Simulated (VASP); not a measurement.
# CeO2: single point with PBE

CeO2:

```xyz
3
Lattice="1.9444 1.1226 3.1764 -1.9444 1.1226 3.1764 0.0000 -2.2452 3.1764" Properties=species:S:1:pos:R:3 pbc="T T T"
Ce    0.0000    0.0000    0.0000
O     0.0000    0.0000    2.3823
O     0.0000    0.0000    7.1471
```

```
Program                : VASP 6.6.1
Task                   : single point
Functional             : PBE
Potentials or basis    : VASP PAW PBE potentials, release 64 (Ce, O)
Cutoff                 : 520 eV
k mesh                 : 10 × 10 × 10
Occupations            : gaussian, width 0.05 eV
Spin                   : no spin polarisation
Dipole correction      : no
Further INCAR settings : ALGO = Normal; EDIFF = 1e-07; NBANDS = 19
```

```yaml
Pressure: -3.3 GPa
Band_gap_on_the_k_mesh: 1.83 eV (least direct gap 1.89 eV)
```

Levels at points of the mesh, in eV from the valence-band top:
```tsv
k point	band 10	band 11	band 12	band 13	band 14	band 15
(0.00, 0.00, 0.00)	-0.52	-0.52	-0.52	2.12	2.12	2.12
(0.50, 0.00, 0.00)	-1.13	-0.74	-0.74	1.83	1.99	1.99
(0.50, 0.50, 0.00)	-0.68	-0.67	-0.52	1.87	1.95	1.95
(0.50, 0.50, 0.50)	-1.13	-0.74	-0.74	1.83	1.99	1.99
```

Wall time 120 s on 1 thread of AMD EPYC 9R45 96-Core Processor (Zen 5), with other jobs on the host, peak memory 0.22 GiB.

Caveat: the cell stands under tension; spin-orbit coupling is left out, which moves the levels of the heavy elements. A k mesh can miss the band edges.
